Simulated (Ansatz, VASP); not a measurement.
One calculation of Sb, two programs

```
Sb
1.0
     3.08334    0.00000    0.00000
     0.00000    3.08334    0.00000
     0.00000    0.00000    3.08334
Sb
1
Direct
  0.00000 0.00000 0.00000
```

Alike in both runs: task relaxation of cell and atoms; functional PBE; dispersion D3(BJ); k mesh 14 × 14 × 14; occupations gaussian, width 0.1 eV; no spin polarisation.

|  | VASP | Ansatz |
| --- | --- | --- |
| version | VASP 6.6.1 | Ansatz 0.2.0 |
| potentials or method | VASP PAW PBE potentials, release 64 (Sb), cutoff 600 eV | scalar-relativistic, plane waves, PAW |
| valence electrons in the cell | 5 | 15 |

Ansatz gave:

| Item | Value |
| --- | --- |
| gap on the k mesh at the Fermi level, each at its own relaxed structure (eV) | none |
| relaxed volume (Å³/atom) | 28.70 |
| relaxed cell length with the largest relative difference (Å) | 3.062 |

Estimate VASP's values.

gap on the k mesh at the Fermi level, each at its own relaxed structure (eV): none; relaxed volume (Å³/atom): 28.68; relaxed cell length with the largest relative difference (Å): 3.061.

A gap of «none» marks a metal or a gap that the smearing closes. VASP's potentials hold 5 valence electrons a cell and Ansatz's 15, so a difference there can come from the potentials and not from the codes.

Neither program's run includes spin-orbit coupling.
